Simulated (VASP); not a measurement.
# ScRu3 (Pm-3m) in VASP: further runs

The runs below take ScRu3 through relaxation of cell and atoms, single point, with PBEsol+D3(BJ), PBEsol+D4, PBE.

All numbers are computed with VASP 6.6.1; they aren't measurements. Logs are shortened: lines on timing, memory, paths and dates and some standing lists are left out, and cuts for length are marked.

**1. The cell of the first run**

It takes space group Pm-3m (No. 221, cubic). The conventional cell has a = 3.938 Å, b = 3.938 Å, c = 3.938 Å, α = 90.00°, β = 90.00°, γ = 90.00°. Ru (site symmetry 4/mmm) has 8 Ru at 2.78 Å and 4 Sc at 2.78 Å within 3.7 Å. Within 3.7 Å of Sc (site symmetry m-3m) lie 12 Ru at 2.78 Å.

**2. Relaxation of cell and atoms, PBEsol+D3(BJ)**

The input, INCAR:

```
PREC = Accurate
ENCUT = 600
EDIFF = 1E-6
ISMEAR = -1
SIGMA = 0.05
LREAL = False
LASPH = True
NELM = 100
ALGO = Normal
ISIF = 3
LWAVE = False
LCHARG = False
GGA = PS
IVDW = 12
IBRION = 2
NSW = 60
EDIFFG = -0.01
```

The input, KPOINTS:

```
Automatic mesh
0
Gamma
  7 7 7
```

The input, POSCAR:

```
ScRu3
1.0
    3.9384370000      0.0000000000      0.0000000000
    0.0000000000      3.9384370000      0.0000000000
    0.0000000000      0.0000000000      3.9384370000
Ru Sc
3 1
Direct
    0.5000000000      0.5000000000      0.0000000000
    0.5000000000      0.0000000000      0.5000000000
    0.0000000000      0.5000000000      0.5000000000
    0.0000000000      0.0000000000      0.0000000000
```

Potentials or basis: VASP PAW PBE potentials, release 64 (Ru_pv, Sc_sv).

Started as:

```console
$ cat potpaw_PBE.64/Ru_pv/POTCAR potpaw_PBE.64/Sc_sv/POTCAR > POTCAR
$ mpirun -np 1 vasp_std > vasp.out
```

OUTCAR:

```text
PREC = Accurate
   ENCUT = 600
   EDIFF = 1E-6
   ISMEAR = -1
   LREAL = False
   LASPH = True
   NELM = 100
   ISIF = 3
   GGA = PS
   IVDW = 12
   IBRION = 2
   NSW = 60
   EDIFFG = -0.01
 IVDW          = 12

 ion  position               nearest neighbor table
   1  0.500  0.500  0.000-   2 2.78   3 2.78   4 2.78   2 2.78   3 2.78   2 2.78   4 2.78   2 2.78
                             3 2.78   4 2.78   3 2.78   4 2.78
   2  0.500  0.000  0.500-   1 2.78   3 2.78   4 2.78   1 2.78   4 2.78   1 2.78   3 2.78   1 2.78
                             3 2.78   4 2.78   4 2.78   3 2.78
   3  0.000  0.500  0.500-   1 2.78   2 2.78   4 2.78   1 2.78   4 2.78   2 2.78   4 2.78   4 2.78
                             1 2.78   2 2.78   1 2.78   2 2.78
   4  0.000  0.000  0.000-   1 2.78   2 2.78   3 2.78   2 2.78   3 2.78   1 2.78   3 2.78   3 2.78
                             1 2.78   2 2.78   2 2.78   1 2.78

  LATTYP: Found a simple cubic cell.
 ALAT       =     3.9384370000

  Lattice vectors:

 A1 = (   3.9384370000,   0.0000000000,   0.0000000000)
 A2 = (   0.0000000000,   3.9384370000,   0.0000000000)
 A3 = (   0.0000000000,   0.0000000000,   3.9384370000)

Analysis of symmetry for initial positions (statically):
=====================================================================
 Subroutine PRICEL returns:
 Original cell was already a primitive cell.

 Routine SETGRP: Setting up the symmetry group for a
 simple cubic supercell.

 Subroutine GETGRP returns: Found 48 space group operations
 (whereof 48 operations were pure point group operations)
 out of a pool of 48 trial point group operations.

The static configuration has the point symmetry O_h .

Analysis of symmetry for dynamics (positions and initial velocities):
=====================================================================
 Subroutine PRICEL returns:
 Original cell was already a primitive cell.

 Routine SETGRP: Setting up the symmetry group for a
 simple cubic supercell.

 Subroutine GETGRP returns: Found 48 space group operations
 (whereof 48 operations were pure point group operations)
 out of a pool of 48 trial point group operations.

The dynamic configuration has the point symmetry O_h .

 Subroutine INISYM returns: Found 48 space group operations
 (whereof 48 operations are pure point group operations),
 and found     1 'primitive' translations

----------------------------------------------------------------------------------------

                                     Primitive cell

  volume of cell :      61.0902

  direct lattice vectors                    reciprocal lattice vectors
     3.938437000  0.000000000  0.000000000     0.253907832  0.000000000  0.000000000
     0.000000000  3.938437000  0.000000000     0.000000000  0.253907832  0.000000000
     0.000000000  0.000000000  3.938437000     0.000000000  0.000000000  0.253907832

  length of vectors
     3.938437000  3.938437000  3.938437000     0.253907832  0.253907832  0.253907832

  position of ions in fractional coordinates (direct lattice)
     0.500000000  0.500000000  0.000000000
     0.500000000  0.000000000  0.500000000
     0.000000000  0.500000000  0.500000000
     0.000000000  0.000000000  0.000000000

  ion indices of the primitive-cell ions
   primitive index   ion index
                 1           1
                 2           2
                 3           3
                 4           4

----------------------------------------------------------------------------------------

 KPOINTS: Automatic mesh

Automatic generation of k-mesh.
 Grid dimensions read from file:
 generate k-points for:    7    7    7

 Generating k-lattice:

  Cartesian coordinates                     Fractional coordinates (reciprocal lattice)
     0.036272547  0.000000000  0.000000000     0.142857143  0.000000000  0.000000000
     0.000000000  0.036272547  0.000000000     0.000000000  0.142857143  0.000000000
     0.000000000  0.000000000  0.036272547     0.000000000  0.000000000  0.142857143

  Length of vectors
     0.036272547  0.036272547  0.036272547

  Shift w.r.t. Gamma in fractional coordinates (k-lattice)
     0.000000000  0.000000000  0.000000000

 Subroutine IBZKPT returns following result:
 ===========================================

 Found     20 irreducible k-points:

 Following reciprocal coordinates:
            Coordinates               Weight
  0.000000  0.000000  0.000000      1.000000
  0.142857  0.000000  0.000000      6.000000
  0.285714  0.000000  0.000000      6.000000
  0.428571  0.000000  0.000000      6.000000
  0.142857  0.142857  0.000000     12.000000
  0.285714  0.142857  0.000000     24.000000
[... 12 lines left out ...]
  0.428571  0.428571  0.285714     24.000000
  0.428571  0.428571  0.428571      8.000000
   k-points           NKPTS =     20   k-points in BZ     NKDIM =     20   number of bands    NBANDS=     31
   number of dos      NEDOS =    301   number of ions     NIONS =      4
   total plane-waves  NPLWV =  32768
   dimension x,y,z NGX =    32 NGY =   32 NGZ =   32
   dimension x,y,z NGXF=    64 NGYF=   64 NGZF=   64
   ions per type =               3   1
   NGX,Y,Z   is equivalent  to a cutoff of  13.51, 13.51, 13.51 a.u.
   NGXF,Y,Z  is equivalent  to a cutoff of  27.02, 27.02, 27.02 a.u.
 SYSTEM =  unknown system
   PREC   = accura    normal or accurate (medium, high low for compatibility)
   ISTART =      0    job   : 0-new  1-cont  2-samecut
   ICHARG =      2    charge: 1-file 2-atom 10-const
   ISPIN  =      1    spin polarized calculation?
   LNONCOLLINEAR =      F non collinear calculations
   LSORBIT =      F    spin-orbit coupling
   LASPH  =      T    aspherical Exc in radial PAW
   ENCUT  =  600.0 eV  44.10 Ry    6.64 a.u.   7.87  7.87  7.87*2*pi/ulx,y,z
   NELM   =    100;   NELMIN=  2; NELMDL= -5     # of ELM steps
   EDIFF  = 0.1E-05   stopping-criterion for ELM
   LREAL  =      F    real-space projection
   EDIFFG = -.1E-01   stopping-criterion for IOM
   NSW    =     60    number of steps for IOM
   IBRION =      2    ionic relax: 0-MD 1-quasi-New 2-CG
   NFREE  =      1    steps in history (QN), initial steepest desc. (CG)
   ISIF   =      3    stress and relaxation
   ISYM   =      2    0-nonsym 1-usesym 2-fastsym
   POTIM  = 0.5000    time-step for ionic-motion
   TEBEG  =    0.0;   TEEND  =   0.0 temperature during run
   PSTRESS=    0.0 pullay stress
   NELECT =      53.0000    total number of electrons
   NUPDOWN=      -1.0000    fix difference up-down
   EMIN   =  10.00;   EMAX   =-10.00  energy-range for DOS
   EFERMI =   0.00;   METHOD = LEGACY
   ISMEAR =    -1;   SIGMA  =   0.05  broadening in eV -4-tet -1-fermi 0-gaus
   EFERMI_NEDOS =   21; number of points for ismear=-14 and -15
   IALGO  =     38    algorithm
   IMIX   =      4    mixing-type and parameters
     AMIX     =   0.40;   BMIX     =  1.00
     AMIX_MAG =   1.60;   BMIX_MAG =  1.00
  volume/ion in A,a.u.               =      15.27       103.06
  Fermi-wavevector in a.u.,A,eV,Ry     =   1.561383  2.950587 33.169889  2.437918
  Thomas-Fermi vector in A             =   2.664457
   LORBIT       =      0    0 simple, 1 ext, 2 COOP (PROOUT), +10 PAW based schemes
   GGA     = PS    functional components
   LHFCALC =     F    Hartree Fock is set to
   AEXX    =    0.0000 exact exchange contribution
   IVDW    =    12    specifies the selected vdW correction
   LEPSILON=     F    determine dielectric tensor
   LRPA    =     F    only Hartree local field effects (RPA)
 conjugate gradient relaxation of ions
 non-spin polarized calculation
  energy-cutoff  :      600.00
  volume of cell :       61.09
 maximum number of plane-waves:      2052
 NGX is ok and might be reduce to    32
   NGX = 15   NGY = 15   NGZ = 15

--------------------------------------- Ionic step        1  -------------------------------------------

 number of electron      52.9999990 magnetization

 Free energy of the ion-electron system (eV)
  ---------------------------------------------------
  ext. energy  EPLUGINS =         0.00000000
  ---------------------------------------------------
  free energy    TOTEN  =       -37.01723838 eV

  energy without entropy =      -36.94356701  energy(sigma->0) =      -36.98040269

 E-fermi :   9.3927     XC(G=0): -13.1803

 val. band max:        9.3922660832   @ k =   0.4286   0.1429   0.1429
 cond. band min:       9.4111281344   @ k =   0.4286   0.1429   0.0000
 fundamental gap:      0.0188620512
 Fermi energy:         9.3927296909

 k-point     1 :       0.0000    0.0000    0.0000
  band No.  band energies     occupation
      1     -38.5249      2.00000
      2     -33.0263      2.00000
      3     -33.0263      2.00000
      4     -33.0263      2.00000
      5     -32.6687      2.00000
      6     -32.6687      2.00000
[... 905 lines left out ...]
 POSITION                                       TOTAL-FORCE (eV/Angst)
 -----------------------------------------------------------------------------------
      1.92248      1.92248      3.84495         0.000000      0.000000      0.000000
      1.92248     -0.00000      1.92248        -0.000000     -0.000000     -0.000000
      3.84495      1.92248      1.92248        -0.000000      0.000000     -0.000000
     -0.00000      3.84495      3.84495        -0.000000      0.000000     -0.000000
 -----------------------------------------------------------------------------------
    total drift:                                0.000000     -0.000000     -0.000000

  FREE ENERGIE OF THE ION-ELECTRON SYSTEM (eV)
  ---------------------------------------------------
  free  energy   TOTEN  =       -39.4456194255 eV

  energy  without entropy=      -39.3758896281  energy(sigma->0) =      -39.41075453

--------------------------------------- Ionic step        7  -------------------------------------------

 number of electron      53.0000012 magnetization

 Free energy of the ion-electron system (eV)
  ---------------------------------------------------
  ext. energy  EPLUGINS =         0.00000000
  ---------------------------------------------------
  free energy    TOTEN  =       -37.06654047 eV

  energy without entropy =      -36.99689328  energy(sigma->0) =      -37.03171688

 E-fermi :  10.4283     XC(G=0): -13.6089

 val. band max:       10.4248989353   @ k =   0.4286   0.1429   0.1429
 cond. band min:      10.4494661395   @ k =   0.4286   0.1429   0.0000
 fundamental gap:      0.0245672042
 Fermi energy:        10.4282727356

 k-point     1 :       0.0000    0.0000    0.0000
  band No.  band energies     occupation
      1     -37.2346      2.00000
      2     -32.1272      2.00000
      3     -32.1272      2.00000
      4     -32.1272      2.00000
      5     -31.6828      2.00000
      6     -31.6828      2.00000
[... 695 lines left out ...]
 POSITION                                       TOTAL-FORCE (eV/Angst)
 -----------------------------------------------------------------------------------
      1.92152      1.92152     -0.00000        -0.000000      0.000000      0.000000
      1.92152     -0.00000      1.92152        -0.000000     -0.000000      0.000000
     -0.00000      1.92152      1.92152         0.000000     -0.000000      0.000000
      0.00000     -0.00000      0.00000        -0.000000     -0.000000      0.000000
 -----------------------------------------------------------------------------------
    total drift:                                0.000000     -0.000000     -0.000000

  FREE ENERGIE OF THE ION-ELECTRON SYSTEM (eV)
  ---------------------------------------------------
  free  energy   TOTEN  =       -39.4457132725 eV

  energy  without entropy=      -39.3760660764  energy(sigma->0) =      -39.41088967

 reached required accuracy - stopping structural energy minimisation
```

Run time: 2.9 min. Hardware: 1 thread of Intel Xeon 8259CL, shared host; peak memory 0.22 GiB.

What came out:

| Property | Result |
| --- | --- |
| Free energy | -39.4457 eV |
| Relaxed volume | 14.19 Å³/atom |
| Relaxed cell | a = 3.843 Å, b = 3.843 Å, c = 3.843 Å, α = 90.00°, β = 90.00°, γ = 90.00° |
| Space group after relaxing (to 0.1 Å) | Pm-3m (No. 221) |
| Energy gained by relaxing | 54.9 meV/atom |
| Ionic steps | 7 |
| Pressure after relaxing | 0.0 GPa |
| Band gap on the k mesh | zero (an odd number of electrons rules out a gap without spin polarisation) |
| Dispersion energy per atom | -0.595 eV |

Step by step:
```csv
step,energy change (eV),largest force (eV/Å),pressure (GPa),volume (Å³)
1,0.0000,0.0000,-15.18,61.09
2,0.7821,0.0000,48.19,49.17
3,-0.2192,0.0000,-0.84,56.96
4,-0.2197,0.0000,-0.18,56.80
5,-0.2197,0.0000,0.21,56.71
6,-0.2196,0.0000,-0.34,56.84
7,-0.2197,0.0000,0.01,56.76
```

Final structure:
```
CELL_PARAMETERS angstrom
3.84304 0.00000 0.00000
0.00000 3.84304 0.00000
0.00000 0.00000 3.84304
ATOMIC_POSITIONS crystal
Ru 0.50000 0.50000 0.00000
Ru 0.50000 0.00000 0.50000
Ru 0.00000 0.50000 0.50000
Sc 0.00000 0.00000 0.00000
```

Levels at points of the mesh, in eV from the Fermi level:
```tsv
k point	band 25	band 26	band 27	band 28	band 29	band 30
(0.00, 0.00, 0.00)	0.80	2.05	2.57	2.57	2.57	4.25
```

Caveat: the PAW data sets were made with another functional, which shifts forces and pressure a little.

**3. Relaxation of cell and atoms, PBEsol+D4**

The input, INCAR:

```
SYSTEM = ScRu3
ALGO = Fast
EDIFF = 1E-6
EDIFFG = -0.01
ENCUT = 600
GGA = PS
IBRION = 2
ISIF = 3
ISMEAR = -1
IVDW = 13
LASPH = .True.
LCHARG = .False.
LREAL = .False.
LWAVE = .False.
NELM = 80
NSW = 60
PREC = Accurate
SIGMA = 0.05
```

The input, KPOINTS:

```
k-points
0
Gamma
  7 7 7
  0 0 0
```

POSCAR is that of step 2.

Potentials or basis: VASP PAW PBE potentials, release 64 (Ru_pv, Sc_sv).

Started as:

```console
$ cat potpaw_PBE.64/Ru_pv/POTCAR potpaw_PBE.64/Sc_sv/POTCAR > POTCAR
$ mpirun -np 1 vasp_std > vasp.out
```

It took 2.8 min on 1 thread of Intel Xeon 8259CL, shared host; peak memory 0.21 GiB.

It converged, with:

- Free energy: -38.2186 eV
- Relaxed volume: 14.42 Å³/atom
- Relaxed cell: a = 3.864 Å, b = 3.864 Å, c = 3.864 Å, α = 90.00°, β = 90.00°, γ = 90.00°
- Space group after relaxing (to 0.1 Å): Pm-3m (No. 221)
- Energy gained by relaxing: 33.8 meV/atom
- Ionic steps: 4
- Pressure after relaxing: -0.1 GPa
- Band gap on the k mesh: zero (an odd number of electrons rules out a gap without spin polarisation)
- Dispersion energy per atom: -0.281 eV

Step by step:
| step | energy change (eV) | largest force (eV/Å) | pressure (GPa) | volume (Å³) |
| --- | --- | --- | --- | --- |
| 1 | 0.0000 | 0.0000 | -12.01 | 61.09 |
| 2 | 0.4533 | 0.0000 | 33.98 | 51.52 |
| 3 | -0.1349 | 0.0000 | -0.48 | 57.78 |
| 4 | -0.1351 | 0.0000 | -0.08 | 57.68 |

Final structure:
```
Ru Sc
1.0
     3.86371    0.00000    0.00000
     0.00000    3.86371    0.00000
     0.00000    0.00000    3.86371
Ru Sc
3 1
Direct
  0.50000 0.50000 0.00000
  0.50000 0.00000 0.50000
  0.00000 0.50000 0.50000
  0.00000 0.00000 0.00000
```

Levels at points of the mesh, in eV from the Fermi level:
| k point | band 25 | band 26 | band 27 | band 28 | band 29 | band 30 |
| --- | --- | --- | --- | --- | --- | --- |
| (0.00, 0.00, 0.00) | 0.78 | 1.99 | 2.51 | 2.51 | 2.51 | 4.16 |

Caveat: the PAW data sets were made with another functional, which shifts forces and pressure a little.

**4. Single point, PBE**

This run uses another cell than the first one, of 14.36 Å³/atom.

The input, INCAR:

```
SYSTEM = ScRu3
ALGO     = Normal         ! electronic algorithm
EDIFF    = 1E-6           ! SCF threshold, eV
ENCUT    = 520            ! plane-wave cutoff, eV
GGA      = PE             ! functional
ISIF     = 2              ! what is computed and relaxed
ISMEAR   = -1             ! smearing method
LASPH    = .TRUE.         ! aspherical terms in the spheres
LCHARG   = .FALSE.        ! write CHGCAR
LREAL    = .FALSE.        ! projectors in reciprocal space
LWAVE    = .FALSE.        ! write WAVECAR
NBANDS   = 34             ! bands
NELM     = 80             ! most SCF steps
PREC     = Accurate       ! precision mode
SIGMA    = 0.05           ! smearing width, eV
```

The input, KPOINTS:

```
k-points
0
G
  7 7 7
  0 0 0
```

The input, POSCAR:

```
ScRu3
1.0
    3.8580381753      0.0000000000      0.0000000000
    0.0000000000      3.8580381753      0.0000000000
    0.0000000000      0.0000000000      3.8580381753
Ru Sc
3 1
Direct
    0.5000000000      0.5000000000      0.0000000000
    0.5000000000      0.0000000000      0.5000000000
    0.0000000000      0.5000000000      0.5000000000
    0.0000000000      0.0000000000      0.0000000000
```

Started as:

```console
$ cat potpaw_PBE.64/Ru_pv/POTCAR potpaw_PBE.64/Sc_sv/POTCAR > POTCAR
$ mpirun -np 1 vasp_std > vasp.out
```

Run time: 37 s. Hardware: 1 thread of Intel Xeon 8259CL, shared host; peak memory 0.19 GiB.

It converged, with:

| Property | Result |
| --- | --- |
| Free energy | -33.9089 eV |
| Pressure | 12.5 GPa |
| Band gap on the k mesh | zero (an odd number of electrons rules out a gap without spin polarisation) |

Levels at points of the mesh, in eV from the Fermi level:
| k point | band 24 | band 25 | band 26 | band 27 | band 28 | band 29 |
| --- | --- | --- | --- | --- | --- | --- |
| (0.00, 0.00, 0.00) | 0.78 | 0.78 | 2.00 | 2.52 | 2.52 | 2.52 |

Caveat: the cell stands under pressure.

**5. Single point, PBE**

This run uses another cell than the first one, of 14.66 Å³/atom.

The input, INCAR:

```
SYSTEM = ScRu3
PREC = Accurate ; ENCUT = 520
EDIFF = 1E-7 ; ISMEAR = -1
SIGMA = 0.05 ; LREAL = .False.
LASPH = .True. ; NELM = 60
ALGO = Normal ; ISIF = 2
LWAVE = .False. ; LCHARG = .False.
GGA = PE ; NBANDS = 34
```

The input, KPOINTS:

```
Automatic mesh
0
Gamma
  7 7 7
  0 0 0
```

The input, POSCAR:

```
ScRu3
1.0
    3.8852083534      0.0000000000      0.0000000000
    0.0000000000      3.8852083534      0.0000000000
    0.0000000000      0.0000000000      3.8852083534
Ru Sc
3 1
Direct
    0.5000000000      0.5000000000      0.0000000000
    0.5000000000      0.0000000000      0.5000000000
    0.0000000000      0.5000000000      0.5000000000
    0.0000000000      0.0000000000      0.0000000000
```

Started as:

```console
$ cat potpaw_PBE.64/Ru_pv/POTCAR potpaw_PBE.64/Sc_sv/POTCAR > POTCAR
$ mpirun -np 1 vasp_std > vasp.out
```

Wall time 45 s (1 thread of Intel Xeon 8259CL, shared host); peak memory 0.19 GiB.

The run converged. Its results:

| Property | Result |
| --- | --- |
| Free energy | -33.9853 eV |
| Pressure | 7.3 GPa |
| Band gap on the k mesh | zero (an odd number of electrons rules out a gap without spin polarisation) |

Levels at points of the mesh, in eV from the Fermi level:
```tsv
k point	band 23	band 24	band 25	band 26	band 27	band 28	band 29	band 30
(0.00, 0.00, 0.00)	-1.13	0.75	0.75	1.94	2.43	2.43	2.43	4.13
```

Caveat: the cell stands under pressure.

**6. Summary**

```tsv
task	level	cell	cutoff (eV)	gap on the mesh (eV)	pressure (GPa)	relaxed volume (Å³/atom)
relaxation of cell and atoms	PBEsol+D3(BJ)	relaxed from a = 3.938 Å, 4 atoms	600	none	0.0	14.19
relaxation of cell and atoms	PBEsol+D4	relaxed from a = 3.938 Å, 4 atoms	600	none	-0.1	14.42
single point	PBE	a = 3.858 Å, 4 atoms	520	none	12.5	-
single point	PBE	a = 3.885 Å, 4 atoms	520	none	7.3	-
```

Alike in all rows: potentials or basis VASP PAW PBE potentials, release 64 (Ru_pv, Sc_sv); no spin polarisation; k mesh 7 × 7 × 7; smearing fermi-dirac 0.05 eV.

Caveats: the PAW data sets were made with another functional, which shifts forces and pressure a little (at least some runs); the cell stands under pressure (at least some runs).

Total energies depend on the potentials used, so only differences within one code and one set of settings carry meaning.
